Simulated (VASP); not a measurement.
# GaP (R-3m) in VASP: single point with PBE+D3(BJ)

Aim: the single point of GaP with PBE+D3(BJ).

Everything below comes from runs of VASP 6.6.1. Logs are shortened: lines on timing, memory, paths and dates and some standing lists are left out, and cuts for length are marked.

## 1. The cell of the first run

It takes space group R-3m (No. 166, trigonal). Conventional cell: a = 3.835 Å, b = 3.835 Å, c = 19.114 Å, α = 90.00°, β = 90.00°, γ = 120.00°. Within 3.1 Å of Ga (site symmetry 3m) lie 3 P at 2.37 Å and 1 Ga at 2.45 Å. P (site symmetry 3m) has 1 P at 2.20 Å and 3 Ga at 2.37 Å within 2.9 Å.

## 2. Single point, PBE+D3(BJ)

The input, INCAR:

```
SYSTEM = GaP
PREC = Accurate
ENCUT = 520
EDIFF = 1E-6
ISMEAR = 0
SIGMA = 0.02
LREAL = .False.
LASPH = .True.
NELM = 100
ALGO = Normal
ISIF = 2
LWAVE = .False.
LCHARG = .False.
GGA = PE
IVDW = 12
NBANDS = 26
```

The input, KPOINTS:

```
Automatic mesh
0
Gamma
  12 12 12
  0 0 0
```

The input, POSCAR:

```
GaP
1.0
    1.9176505602      1.1071560671      6.3713008759
   -1.9176505602      1.1071560671      6.3713008759
    0.0000000000     -2.2143121342      6.3713008759
Ga P
2 2
Direct
    0.4357859913      0.4357859913      0.4357859913
    0.5642140087      0.5642140087      0.5642140087
    0.0576263665      0.0576263665      0.0576263665
    0.9423736335      0.9423736335      0.9423736335
```

Potentials or basis: VASP PAW PBE potentials, release 64 (Ga_d, P).

Command:

```sh
$ cat potpaw_PBE.64/Ga_d/POTCAR potpaw_PBE.64/P/POTCAR > POTCAR
$ mpirun -np 1 vasp_std > vasp.out
```

OUTCAR:

```text
SYSTEM = GaP
   PREC = Accurate
   ENCUT = 520
   EDIFF = 1E-6
   ISMEAR = 0
   LREAL = .False.
   LASPH = .True.
   NELM = 100
   ISIF = 2
   GGA = PE
   IVDW = 12
 IVDW          = 12

 ion  position               nearest neighbor table
   1  0.436  0.436  0.436-   3 2.37   3 2.37   3 2.37   2 2.45
   2  0.564  0.564  0.564-   4 2.37   4 2.37   4 2.37   1 2.45
   3  0.058  0.058  0.058-   4 2.20   1 2.37   1 2.37   1 2.37
   4  0.942  0.942  0.942-   3 2.20   2 2.37   2 2.37   2 2.37

  LATTYP: Found a trigonal (rhomboedric) cell.
 ALAT       =     6.7451206868
 COS(alpha) =     0.8383448706

  Lattice vectors:

 A1 = (   1.9176505602,   1.1071560671,   6.3713008759)
 A2 = (  -1.9176505602,   1.1071560671,   6.3713008759)
 A3 = (   0.0000000000,  -2.2143121342,   6.3713008759)

Analysis of symmetry for initial positions (statically):
=====================================================================
 Subroutine PRICEL returns:
 Original cell was already a primitive cell.

 Routine SETGRP: Setting up the symmetry group for a
 trigonal (rhombohedral) supercell.

 Subroutine GETGRP returns: Found 12 space group operations
 (whereof 12 operations were pure point group operations)
 out of a pool of 12 trial point group operations.

The static configuration has the point symmetry D_3d.

Analysis of symmetry for dynamics (positions and initial velocities):
=====================================================================
 Subroutine PRICEL returns:
 Original cell was already a primitive cell.

 Routine SETGRP: Setting up the symmetry group for a
 trigonal (rhombohedral) supercell.

 Subroutine GETGRP returns: Found 12 space group operations
 (whereof 12 operations were pure point group operations)
 out of a pool of 12 trial point group operations.

The dynamic configuration has the point symmetry D_3d.

 Subroutine INISYM returns: Found 12 space group operations
 (whereof 12 operations are pure point group operations),
 and found     1 'primitive' translations

----------------------------------------------------------------------------------------

                                     Primitive cell

  volume of cell :      81.1629

  direct lattice vectors                    reciprocal lattice vectors
     1.917650560  1.107156067  6.371300876     0.260735720  0.150535838  0.052317939
    -1.917650560  1.107156067  6.371300876    -0.260735720  0.150535838  0.052317939
     0.000000000 -2.214312134  6.371300876     0.000000000 -0.301071677  0.052317939

  length of vectors
     6.745120687  6.745120687  6.745120687     0.305583575  0.305583575  0.305583575

  position of ions in fractional coordinates (direct lattice)
     0.435785991  0.435785991  0.435785991
     0.564214009  0.564214009  0.564214009
     0.057626367  0.057626367  0.057626367
     0.942373633  0.942373633  0.942373633

  ion indices of the primitive-cell ions
   primitive index   ion index
                 1           1
                 2           2
                 3           3
                 4           4

----------------------------------------------------------------------------------------

 KPOINTS: Automatic mesh

Automatic generation of k-mesh.
 Grid dimensions read from file:
 generate k-points for:   12   12   12

 Generating k-lattice:

  Cartesian coordinates                     Fractional coordinates (reciprocal lattice)
     0.021727977  0.012544653  0.004359828     0.083333333  0.000000000 -0.000000000
    -0.021727977  0.012544653  0.004359828     0.000000000  0.083333333 -0.000000000
     0.000000000 -0.025089306  0.004359828    -0.000000000 -0.000000000  0.083333333

  Length of vectors
     0.025465298  0.025465298  0.025465298

  Shift w.r.t. Gamma in fractional coordinates (k-lattice)
     0.000000000  0.000000000  0.000000000

 Subroutine IBZKPT returns following result:
 ===========================================

 Found    189 irreducible k-points:

 Following reciprocal coordinates:
            Coordinates               Weight
  0.000000  0.000000  0.000000      1.000000
  0.083333 -0.000000  0.000000      6.000000
  0.166667 -0.000000  0.000000      6.000000
  0.250000 -0.000000  0.000000      6.000000
  0.333333  0.000000  0.000000      6.000000
  0.416667 -0.000000  0.000000      6.000000
[... 16 lines left out ...]
  0.500000  0.166667 -0.000000     12.000000
 -0.416667  0.166667  0.000000     12.000000
 [... further k-points ...]
   k-points           NKPTS =    189   k-points in BZ     NKDIM =    189   number of bands    NBANDS=     26
   number of dos      NEDOS =    301   number of ions     NIONS =      4
   total plane-waves  NPLWV = 125000
   dimension x,y,z NGX =    50 NGY =   50 NGZ =   50
   dimension x,y,z NGXF=   100 NGYF=  100 NGZF=  100
   ions per type =               2   2
   NGX,Y,Z   is equivalent  to a cutoff of  12.32, 12.32, 12.32 a.u.
   NGXF,Y,Z  is equivalent  to a cutoff of  24.65, 24.65, 24.65 a.u.
 SYSTEM =  GaP
   PREC   = accura    normal or accurate (medium, high low for compatibility)
   ISTART =      0    job   : 0-new  1-cont  2-samecut
   ICHARG =      2    charge: 1-file 2-atom 10-const
   ISPIN  =      1    spin polarized calculation?
   LNONCOLLINEAR =      F non collinear calculations
   LSORBIT =      F    spin-orbit coupling
   LASPH  =      T    aspherical Exc in radial PAW
   ENCUT  =  520.0 eV  38.22 Ry    6.18 a.u.  12.54 12.54 12.54*2*pi/ulx,y,z
   NELM   =    100;   NELMIN=  2; NELMDL= -5     # of ELM steps
   EDIFF  = 0.1E-05   stopping-criterion for ELM
   LREAL  =      F    real-space projection
   EDIFFG = 0.1E-04   stopping-criterion for IOM
   NSW    =      0    number of steps for IOM
   IBRION =     -1    ionic relax: 0-MD 1-quasi-New 2-CG
   NFREE  =      0    steps in history (QN), initial steepest desc. (CG)
   ISIF   =      2    stress and relaxation
   ISYM   =      2    0-nonsym 1-usesym 2-fastsym
   POTIM  = 0.5000    time-step for ionic-motion
   TEBEG  =    0.0;   TEEND  =   0.0 temperature during run
   PSTRESS=    0.0 pullay stress
   NELECT =      36.0000    total number of electrons
   NUPDOWN=      -1.0000    fix difference up-down
   EMIN   =  10.00;   EMAX   =-10.00  energy-range for DOS
   EFERMI =   0.00;   METHOD = LEGACY
   ISMEAR =     0;   SIGMA  =   0.02  broadening in eV -4-tet -1-fermi 0-gaus
   EFERMI_NEDOS =   21; number of points for ismear=-14 and -15
   IALGO  =     38    algorithm
   IMIX   =      4    mixing-type and parameters
     AMIX     =   0.40;   BMIX     =  1.00
     AMIX_MAG =   1.60;   BMIX_MAG =  1.00
  volume/ion in A,a.u.               =      20.29       136.93
  Fermi-wavevector in a.u.,A,eV,Ry     =   1.248504  2.359330 21.208231  1.558761
  Thomas-Fermi vector in A             =   2.382587
   LORBIT       =      0    0 simple, 1 ext, 2 COOP (PROOUT), +10 PAW based schemes
   GGA     = PE    functional components
   LHFCALC =     F    Hartree Fock is set to
   AEXX    =    0.0000 exact exchange contribution
   IVDW    =    12    specifies the selected vdW correction
   LEPSILON=     F    determine dielectric tensor
   LRPA    =     F    only Hartree local field effects (RPA)
 non-spin polarized calculation
 Gauss-broadening in eV      SIGMA  =   0.02
  energy-cutoff  :      520.00
  volume of cell :       81.16
 maximum number of plane-waves:      2211
   NGX = 25   NGY = 25   NGZ = 25

 number of electron      36.0000000 magnetization

 Free energy of the ion-electron system (eV)
  ---------------------------------------------------
  ext. energy  EPLUGINS =         0.00000000
  ---------------------------------------------------
  free energy    TOTEN  =       -17.71586447 eV

  energy without entropy =      -17.71586447  energy(sigma->0) =      -17.71586447

 E-fermi :   5.0901     XC(G=0):  -9.8304

 val. band max:        4.9726348654   @ k =   0.0000   0.0000   0.0000
 cond. band min:       5.7539448368   @ k =   0.5000   0.5000   0.0000
 fundamental gap:      0.7813099714
 Fermi energy:         5.0900746168

 k-point     1 :       0.0000    0.0000    0.0000
  band No.  band energies     occupation
      1      -9.8629      2.00000
      2      -9.7213      2.00000
      3      -9.7213      2.00000
      4      -9.7039      2.00000
      5      -9.7039      2.00000
      6      -9.6469      2.00000
[... 18 lines left out ...]
     25       9.3913      0.00000
     26      13.1802      0.00000

 k-point     2 :       0.0833   -0.0000    0.0000
  band No.  band energies     occupation
      1      -9.8612      2.00000
      2      -9.7318      2.00000
      3      -9.7204      2.00000
      4      -9.7089      2.00000
      5      -9.7006      2.00000
      6      -9.6484      2.00000
[... 18 lines left out ...]
     25       9.6408      0.00000
     26      13.4267      0.00000

 k-point     3 :       0.1667   -0.0000    0.0000
  band No.  band energies     occupation
      1      -9.8569      2.00000
      2      -9.7575      2.00000
      3      -9.7212      2.00000
      4      -9.7184      2.00000
      5      -9.6916      2.00000
      6      -9.6526      2.00000
[... 18 lines left out ...]
     25      10.3175      0.00000
     26      12.6114      0.00000

 k-point     4 :       0.2500   -0.0000    0.0000
  band No.  band energies     occupation
      1      -9.8521      2.00000
      2      -9.7875      2.00000
      3      -9.7354      2.00000
      4      -9.7164      2.00000
      5      -9.6792      2.00000
      6      -9.6585      2.00000
[... 18 lines left out ...]
     25      11.2222      0.00000
     26      12.1929      0.00000
[... 496 lines left out ...]
      1      -9.8442      2.00000
      2      -9.8132      2.00000
      3      -9.7548      2.00000
      4      -9.7120      2.00000
      5      -9.6823      2.00000
      6      -9.6498      2.00000
[... 18 lines left out ...]
     25      10.7372      0.00000
     26      13.0612      0.00000

 k-point    23 :       0.5000    0.1667   -0.0000
  band No.  band energies     occupation
      1      -9.8430      2.00000
      2      -9.8252      2.00000
      3      -9.7596      2.00000
      4      -9.7117      2.00000
      5      -9.6829      2.00000
      6      -9.6468      2.00000
[... 18 lines left out ...]
     25      11.6894      0.00000
     26      12.9982      0.00000

 k-point    24 :      -0.4167    0.1667    0.0000
  band No.  band energies     occupation
      1      -9.8460      2.00000
      2      -9.8258      2.00000
      3      -9.7617      2.00000
      4      -9.7120      2.00000
      5      -9.6830      2.00000
      6      -9.6456      2.00000
[... 18 lines left out ...]
     25      12.1996      0.00000
     26      12.9008      0.00000

 [... further k-points ...]

------------------------ aborting loop because EDIFF is reached ----------------------------------------

 Edisp (eV)   -1.26467

 E8    (eV) :    -0.5368

  FORCE on cell =-STRESS in cart. coord.  units (eV):
  Direction    XX          YY          ZZ          XY          YZ          ZX
  --------------------------------------------------------------------------------------
  -------------------------------------------------------------------------------------
  Total       0.00588     0.00588    -0.07346     0.00000    -0.00000     0.00000
  in kB       0.11613     0.11613    -1.45014     0.00000    -0.00000     0.00000
  external pressure =       -0.41 kB  Pullay stress =        0.00 kB

 VOLUME and BASIS-vectors are now :
 -----------------------------------------------------------------------------
  energy-cutoff  :      520.00
  volume of cell :       81.16
      direct lattice vectors                 reciprocal lattice vectors
     1.917650560  1.107156067  6.371300876     0.260735720  0.150535838  0.052317939
    -1.917650560  1.107156067  6.371300876    -0.260735720  0.150535838  0.052317939
     0.000000000 -2.214312134  6.371300876     0.000000000 -0.301071677  0.052317939

 POSITION                                       TOTAL-FORCE (eV/Angst)
 -----------------------------------------------------------------------------------
      0.00000      0.00000      8.32957         0.000000     -0.000000     -0.002812
      0.00000      0.00000     10.78433         0.000000     -0.000000      0.002812
      0.00000      0.00000      1.10146         0.000000      0.000000     -0.040748
      0.00000      0.00000     18.01244         0.000000      0.000000      0.040748
 -----------------------------------------------------------------------------------
    total drift:                               -0.000000      0.000000     -0.000000

  FREE ENERGIE OF THE ION-ELECTRON SYSTEM (eV)
  ---------------------------------------------------
  free  energy   TOTEN  =       -18.9805296456 eV

  energy  without entropy=      -18.9805296456  energy(sigma->0) =      -18.98052965
```

It took 14 min on 1 thread of AMD EPYC 7R43 (Zen 3), shared host; peak memory 0.53 GiB.

Results:

```yaml
Free_energy: -18.9805 eV
Pressure: 0.0 GPa
Largest_force: 0.041 eV/Å
Band_gap_on_the_k_mesh: 0.78 eV (least direct gap 1.24 eV)
Dispersion_energy_per_atom: -0.316 eV
```

Forces on the atoms (eV/Å):
```
Ga   0.000  0.000 -0.003
Ga   0.000  0.000  0.003
P    0.000  0.000 -0.041
P    0.000  0.000  0.041
```
